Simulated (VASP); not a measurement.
# H (Pnma) in VASP: single point with r2SCAN

Aim: the single point of H with r2SCAN.

Everything below comes from runs of VASP 6.6.1. Logs are shortened: lines on timing, memory, paths and dates and some standing lists are left out, and cuts for length are marked.

### 1 The cell of the first run

It takes space group Pnma (No. 62, orthorhombic). The conventional cell has a = 6.161 Å, b = 11.957 Å, c = 4.623 Å, α = 90.00°, β = 90.00°, γ = 90.00°. Within 1.0 Å of H (site symmetry m) lie 1 H at 0.74 Å. H (site symmetry m) has 1 H at 0.74 Å within 1.0 Å. H (site symmetry 1) has 1 H at 0.74 Å within 1.0 Å.

### 2 Single point, r2SCAN

Input file POSCAR:

```
H
1.0
    6.1609339067      0.0000000000      0.0000000000
    0.0000000000     11.9567802505      0.0000000000
    0.0000000000      0.0000000000      4.6227312801
H
16
Direct
    0.5553658470      0.7500000000      0.4310990221
    0.0553658470      0.7500000000      0.0689009779
    0.4446341530      0.2500000000      0.5689009779
    0.9446341530      0.2500000000      0.9310990221
    0.6249367426      0.7500000000      0.5619796948
    0.1249367426      0.7500000000     -0.0619796948
    0.3750632574      0.2500000000      0.4380203052
    0.8750632574      0.2500000000      1.0619796948
    0.4599967508      0.9969993042      0.0594368161
    0.9599967508      0.5030006958      0.4405631839
    0.5400032492      0.4969993042      0.9405631839
    0.0400032492      0.0030006958      0.5594368161
    0.5400032492      0.0030006958      0.9405631839
    0.0400032492      0.4969993042      0.5594368161
    0.4599967508      0.5030006958      0.0594368161
    0.9599967508      0.9969993042      0.4405631839
```

Input file INCAR.step1:

```
  PREC = Accurate
  ENCUT = 520
  ISMEAR = 0
  SIGMA = 0.02
  LREAL = Auto
  LASPH = True
  NELM = 100
  NBANDS = 22
  GGA = PE
  ALGO = Normal
  EDIFF = 1E-4
  LWAVE = True
  LCHARG = False
```

Input file INCAR.step2:

```
  PREC = Accurate
  ENCUT = 520
  EDIFF = 1E-6
  ISMEAR = 0
  SIGMA = 0.02
  LREAL = Auto
  LASPH = True
  NELM = 100
  ALGO = Normal
  ISIF = 2
  LWAVE = False
  LCHARG = False
  METAGGA = R2SCAN
  LMIXTAU = True
  NBANDS = 22
  ISTART = 1
```

Input file KPOINTS:

```
Automatic mesh
0
Gamma
  4 2 6
```

Potentials or basis: VASP PAW PBE potentials, release 64 (H).

On the command line:

```bash
> cat potpaw_PBE.64/H/POTCAR > POTCAR
> cp INCAR.step1 INCAR
> mpirun -np 1 vasp_std > vasp.out
> cp INCAR.step2 INCAR
> mpirun -np 1 vasp_std > vasp.out
```

OUTCAR:

```text
PREC = Accurate
   ENCUT = 520
   EDIFF = 1E-6
   ISMEAR = 0
   LREAL = Auto
   LASPH = True
   NELM = 100
   ISIF = 2
   METAGGA = R2SCAN
   ISTART = 1

 ion  position               nearest neighbor table
   1  0.555  0.750  0.431-   5 0.74
   2  0.055  0.750  0.069-   6 0.74
   3  0.445  0.250  0.569-   7 0.74
   4  0.945  0.250  0.931-   8 0.74
   5  0.625  0.750  0.562-   1 0.74
   6  0.125  0.750  0.938-   2 0.74
[... 8 lines left out ...]
  15  0.460  0.503  0.059-  11 0.74
  16  0.960  0.997  0.441-  12 0.74

  LATTYP: Found a simple orthorhombic cell.
 ALAT       =     4.6227312801
 B/A-ratio  =     1.3327475757
 C/A-ratio  =     2.5865185593

  Lattice vectors:

 A1 = (   0.0000000000,   0.0000000000,   4.6227312801)
 A2 = (   6.1609339067,   0.0000000000,   0.0000000000)
 A3 = (   0.0000000000,  11.9567802505,   0.0000000000)

Analysis of symmetry for initial positions (statically):
=====================================================================
 Subroutine PRICEL returns:
 Original cell was already a primitive cell.

 Routine SETGRP: Setting up the symmetry group for a
 simple orthorhombic supercell.

 Subroutine GETGRP returns: Found  8 space group operations
 (whereof  2 operations were pure point group operations)
 out of a pool of  8 trial point group operations.

The static configuration has the point symmetry S_2 .
 The point group associated with its full space group is D_2h.

Analysis of symmetry for dynamics (positions and initial velocities):
=====================================================================
 Subroutine PRICEL returns:
 Original cell was already a primitive cell.

 Routine SETGRP: Setting up the symmetry group for a
 simple orthorhombic supercell.

 Subroutine GETGRP returns: Found  8 space group operations
 (whereof  2 operations were pure point group operations)
 out of a pool of  8 trial point group operations.

The dynamic configuration has the point symmetry S_2 .
 The point group associated with its full space group is D_2h.

 Subroutine INISYM returns: Found  8 space group operations
 (whereof  2 operations are pure point group operations),
 and found     1 'primitive' translations

----------------------------------------------------------------------------------------

[... 123 lines left out ...]
   IBRION =     -1    ionic relax: 0-MD 1-quasi-New 2-CG
   NFREE  =      0    steps in history (QN), initial steepest desc. (CG)
   ISIF   =      2    stress and relaxation
   ISYM   =      2    0-nonsym 1-usesym 2-fastsym
   POTIM  = 0.5000    time-step for ionic-motion
   TEBEG  =    0.0;   TEEND  =   0.0 temperature during run
   PSTRESS=    0.0 pullay stress
   NELECT =      16.0000    total number of electrons
   NUPDOWN=      -1.0000    fix difference up-down
   EMIN   =  10.00;   EMAX   =-10.00  energy-range for DOS
   EFERMI =   0.00;   METHOD = LEGACY
   ISMEAR =     0;   SIGMA  =   0.02  broadening in eV -4-tet -1-fermi 0-gaus
   EFERMI_NEDOS =   21; number of points for ismear=-14 and -15
   IALGO  =     38    algorithm
   IMIX   =      4    mixing-type and parameters
     AMIX     =   0.40;   BMIX     =  1.00
     AMIX_MAG =   1.60;   BMIX_MAG =  1.00
  volume/ion in A,a.u.               =      21.28       143.63
  Fermi-wavevector in a.u.,A,eV,Ry     =   0.590738  1.116333  4.748046  0.348972
  Thomas-Fermi vector in A             =   1.638896
   LORBIT       =      0    0 simple, 1 ext, 2 COOP (PROOUT), +10 PAW based schemes
   METAGGA = R2SCAN    functional components
   LHFCALC =     F    Hartree Fock is set to
   AEXX    =    0.0000 exact exchange contribution
   IVDW    =     0    specifies the selected vdW correction
   LEPSILON=     F    determine dielectric tensor
   LRPA    =     F    only Hartree local field effects (RPA)
 non-spin polarized calculation
 Gauss-broadening in eV      SIGMA  =   0.02
  energy-cutoff  :      520.00
  volume of cell :      340.53
 maximum number of plane-waves:      9236
 NGX is ok and might be reduce to    48
   NGX = 23   NGY = 45   NGZ = 17

 number of electron      16.0000001 magnetization

 Free energy of the ion-electron system (eV)
  ---------------------------------------------------
  ext. energy  EPLUGINS =         0.00000000
  ---------------------------------------------------
  free energy    TOTEN  =       -55.25438207 eV

  energy without entropy =      -55.25438207  energy(sigma->0) =      -55.25438207

 E-fermi :  -9.7454     XC(G=0):  -3.4898

 val. band max:       -9.8464624953   @ k =   0.0000   0.0000   0.0000
 cond. band min:       0.8355080434   @ k =   0.5000   0.0000   0.5000
 fundamental gap:     10.6819705387
 Fermi energy:        -9.7453796270

 k-point     1 :       0.0000    0.0000    0.0000
  band No.  band energies     occupation
      1     -10.5606      2.00000
      2     -10.3084      2.00000
      3     -10.3083      2.00000
      4     -10.0360      2.00000
      5     -10.0240      2.00000
      6      -9.9372      2.00000
[... 528 lines left out ...]
      6     -10.0365      2.00000
[... 12 lines left out ...]
     19       5.1538      0.00000
     20       5.1538      0.00000
 [bands above 20 left out]

------------------------ aborting loop because EDIFF is reached ----------------------------------------

  FORCE on cell =-STRESS in cart. coord.  units (eV):
  Direction    XX          YY          ZZ          XY          YZ          ZX
  --------------------------------------------------------------------------------------
  -------------------------------------------------------------------------------------
  Total       -0.2547916     -0.2082765     -0.2291849      0.0000000      0.0000000      0.0000000
  in kB       -1.1987710     -0.9799218     -1.0782940      0.0000000      0.0000000      0.0000000
  external PRESSURE =      -1.0856623 kB  Pullay stress =       0.0000000 kB

 VOLUME and BASIS-vectors are now :
 -----------------------------------------------------------------------------
  energy-cutoff  :      520.00
  volume of cell :      340.53
      direct lattice vectors                 reciprocal lattice vectors
     6.160933907  0.000000000  0.000000000     0.162313054  0.000000000  0.000000000
     0.000000000 11.956780250  0.000000000     0.000000000  0.083634555  0.000000000
     0.000000000  0.000000000  4.622731280     0.000000000  0.000000000  0.216322330

 POSITION                                       TOTAL-FORCE (eV/Angst)
 -----------------------------------------------------------------------------------
      3.42157      8.96759      1.99285        -0.006368      0.000000     -0.008514
      0.34111      8.96759      0.31851        -0.006368      0.000000      0.008514
      2.73936      2.98920      2.62988         0.006368      0.000000      0.008514
      5.81983      2.98920      4.30422         0.006368      0.000000     -0.008514
      3.85019      8.96759      2.59788         0.006210      0.000000      0.008287
      0.76973      8.96759      4.33622         0.006210      0.000000     -0.008287
[... 8 lines left out ...]
      2.83401      6.01427      0.27476        -0.001903     -0.000136      0.002531
      5.91448     11.92090      2.03661        -0.001903      0.000136     -0.002531
 -----------------------------------------------------------------------------------
    total drift:                                0.000000      0.000000     -0.000000

  FREE ENERGIE OF THE ION-ELECTRON SYSTEM (eV)
  ---------------------------------------------------
  free  energy   TOTEN  =       -55.2543820694 eV

  energy  without entropy=      -55.2543820694  energy(sigma->0) =      -55.25438207
```

OUTCAR.step1:

```text
PREC = Accurate
   ENCUT = 520
   ISMEAR = 0
   LREAL = Auto
   LASPH = True
   NELM = 100
[... 821 lines left out ...]
      3.85019      8.96759      2.59788         0.187798     -0.000000      0.263414
      0.76973      8.96759      4.33622         0.187798     -0.000000     -0.263414
[... 8 lines left out ...]
      2.83401      6.01427      0.27476        -0.210319      0.030432      0.234388
      5.91448     11.92090      2.03661        -0.210319     -0.030432     -0.234388
 -----------------------------------------------------------------------------------
    total drift:                                0.000000      0.000000     -0.000000

  FREE ENERGIE OF THE ION-ELECTRON SYSTEM (eV)
  ---------------------------------------------------
  free  energy   TOTEN  =       -54.2855191146 eV

  energy  without entropy=      -54.2855191146  energy(sigma->0) =      -54.28551911
```

Wall time 7 min (1 thread of Intel Xeon Platinum 8488C (Sapphire Rapids), shared host); peak memory 0.45 GiB.

What came out:

```
Free energy            : -55.2544 eV
Pressure               : -0.1 GPa
Largest force          : 0.011 eV/Å
Band gap on the k mesh : 10.68 eV (least direct gap 10.86 eV)
```

Forces in eV/Å, atoms in the order of the input:
```
H   -0.006  0.000 -0.009
H   -0.006  0.000  0.009
H    0.006  0.000  0.009
H    0.006  0.000 -0.009
H    0.006  0.000  0.008
H    0.006  0.000 -0.008
H   -0.006  0.000 -0.008
H   -0.006  0.000  0.008
H   -0.002  0.000  0.003
H   -0.002  0.000 -0.003
H    0.002  0.000 -0.003
H    0.002  0.000  0.003
H    0.002  0.000 -0.003
H    0.002  0.000  0.003
H   -0.002  0.000  0.003
H   -0.002  0.000 -0.003
```

Caveat: the PAW data sets were made with another functional, which shifts forces and pressure a little. A k mesh can miss the band edges.
